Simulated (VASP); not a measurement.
Set up this calculation in VASP 6.6.1, as the native input.

```yaml
Task: single point
Functional: r2SCAN
Potentials_or_basis: VASP PAW PBE potentials, release 64 (Fe, Si)
Cutoff: 520 eV
k_mesh: 8 × 8 × 8
Occupations: gaussian, width 0.05 eV
Spin: no spin polarisation
Dipole_correction: no
Further_INCAR_settings: ALGO = Normal; EDIFF = 1e-06; NBANDS = 34
```

Crystal: FeSi.

```
CELL_PARAMETERS angstrom
3.94639 0.00000 0.00000
0.00000 3.94639 0.00000
0.00000 0.00000 3.94639
ATOMIC_POSITIONS crystal
Fe 0.14442 0.14442 0.14442
Fe 0.35558 0.85558 0.64442
Fe 0.64442 0.35558 0.85558
Fe 0.85558 0.64442 0.35558
Si 0.84476 0.84476 0.84476
Si 0.65524 0.15524 0.34476
Si 0.34476 0.65524 0.15524
Si 0.15524 0.34476 0.65524
```

One way to write it, as run:

POSCAR

```
FeSi
1.0
    3.9463905743      0.0000000000      0.0000000000
    0.0000000000      3.9463905743      0.0000000000
    0.0000000000      0.0000000000      3.9463905743
Fe Si
4 4
Direct
    0.1444216102      0.1444216102      0.1444216102
    0.3555783898      0.8555783898      0.6444216102
    0.6444216102      0.3555783898      0.8555783898
    0.8555783898      0.6444216102      0.3555783898
    0.8447626693      0.8447626693      0.8447626693
    0.6552373307      0.1552373307      0.3447626693
    0.3447626693      0.6552373307      0.1552373307
    0.1552373307      0.3447626693      0.6552373307
```

INCAR.step1

```
ALGO     = Normal         # electronic algorithm
EDIFF    = 1E-4           # SCF threshold, eV
ENCUT    = 520            # plane-wave cutoff, eV
GGA      = PE             # functional
ISMEAR   = 0              # smearing method
LASPH    = True           # aspherical terms in the spheres
LCHARG   = False          # write CHGCAR
LREAL    = False          # projectors in reciprocal space
LWAVE    = True           # write WAVECAR
NBANDS   = 34             # bands
NELM     = 80             # most SCF steps
PREC     = Accurate       # precision mode
SIGMA    = 0.05           # smearing width, eV
```

INCAR.step2

```
ALGO     = Normal         # electronic algorithm
EDIFF    = 1E-6           # SCF threshold, eV
ENCUT    = 520            # plane-wave cutoff, eV
ISIF     = 2              # what is computed and relaxed
ISMEAR   = 0              # smearing method
ISTART   = 1            
LASPH    = True           # aspherical terms in the spheres
LCHARG   = False          # write CHGCAR
LMIXTAU  = True         
LREAL    = False          # projectors in reciprocal space
LWAVE    = False          # write WAVECAR
METAGGA  = R2SCAN         # meta-GGA
NBANDS   = 34             # bands
NELM     = 80             # most SCF steps
PREC     = Accurate       # precision mode
SIGMA    = 0.05           # smearing width, eV
```

KPOINTS

```
k-points
0
Gamma
  8 8 8
```

Potentials or basis: VASP PAW PBE potentials, release 64 (Fe, Si).

Command:

```bash
$ cat potpaw_PBE.64/Fe/POTCAR potpaw_PBE.64/Si/POTCAR > POTCAR
$ cp INCAR.step1 INCAR
$ mpirun -np 1 vasp_std > vasp.out
$ cp INCAR.step2 INCAR
$ mpirun -np 1 vasp_std > vasp.out
```

Results of the run:

The pressure is 171.7 GPa and the largest force is 0.073 eV/Å. The band gap on the k mesh is 0.30 eV (least direct gap 0.33 eV).

Caveat: the cell stands under pressure; the PAW data sets were made with another functional, which shifts forces and pressure a little.

It took 3.2 min on 1 thread of AMD EPYC 9R45 96-Core Processor (Zen 5), on a shared host, peak memory 0.18 GiB.
